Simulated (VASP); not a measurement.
Wanted: the native input for a VASP 6.6.1 run.

```
Task                   : single point
Functional             : PBE
Potentials or basis    : VASP PAW PBE potentials, release 64 (Ti_sv, Be, H)
Cutoff                 : 520 eV
k mesh                 : 6 × 6 × 6
Occupations            : gaussian, width 0.1 eV
Spin                   : collinear spin, ferromagnetic start
Starting moments       : [1.0, 1.0, 0.0, 0.0, 0.0, 0.0, 0.0, 0.0, 0.0] μB
Dipole correction      : no
Further INCAR settings : ALGO = Normal; EDIFF = 1e-06; NBANDS = 30
```

The structure of Ti2BeH6 lies in POSCAR:

```
Ti2BeH6
1.0
    0.0000000000      3.0291168176      3.0291168176
    3.0291168176      0.0000000000      3.0291168176
    3.0291168176      3.0291168176      0.0000000000
Ti Be H
2 1 6
Direct
    0.2500000000      0.2500000000      0.2500000000
    0.7500000000      0.7500000000      0.7500000000
    0.0000000000      0.0000000000      0.0000000000
    0.7428212786      0.2571787214      0.2571787214
    0.2571787214      0.7428212786      0.7428212786
    0.2571787214      0.7428212786      0.2571787214
    0.7428212786      0.2571787214      0.7428212786
    0.2571787214      0.2571787214      0.7428212786
    0.7428212786      0.7428212786      0.2571787214
```

The input as run:

INCAR

```
SYSTEM = Ti2BeH6
  PREC = Accurate
  ENCUT = 520
  EDIFF = 1E-6
  ISMEAR = 0
  SIGMA = 0.1
  LREAL = .FALSE.
  LASPH = .TRUE.
  NELM = 150
  ALGO = Normal
  ISIF = 2
  LWAVE = .FALSE.
  LCHARG = .FALSE.
  ISPIN = 2
  MAGMOM = 1 1 0 0 0 0 0 0 0
  LORBIT = 11
  LMAXMIX = 4
  GGA = PE
  NBANDS = 30
```

KPOINTS

```
Automatic mesh
0
G
  6 6 6
  0 0 0
```

Potentials or basis: VASP PAW PBE potentials, release 64 (Ti_sv, Be, H).

Run with:

```bash
$ cat potpaw_PBE.64/Ti_sv/POTCAR potpaw_PBE.64/Be/POTCAR potpaw_PBE.64/H/POTCAR > POTCAR
$ mpirun -np 1 vasp_std > vasp.out
```

It gave:

The pressure is -0.2 GPa. The band gap on the k mesh is zero (filled and empty bands overlap) and the net moment is 0.00 μB per cell. The valence electrons inside the program's atomic spheres are Ti 10.31; Be 1.25; H 0.56.

Wall time 32 s on 1 thread of Intel(R) Xeon(R) 6975P-C (Granite Rapids), on a shared host, peak memory 0.22 GiB.
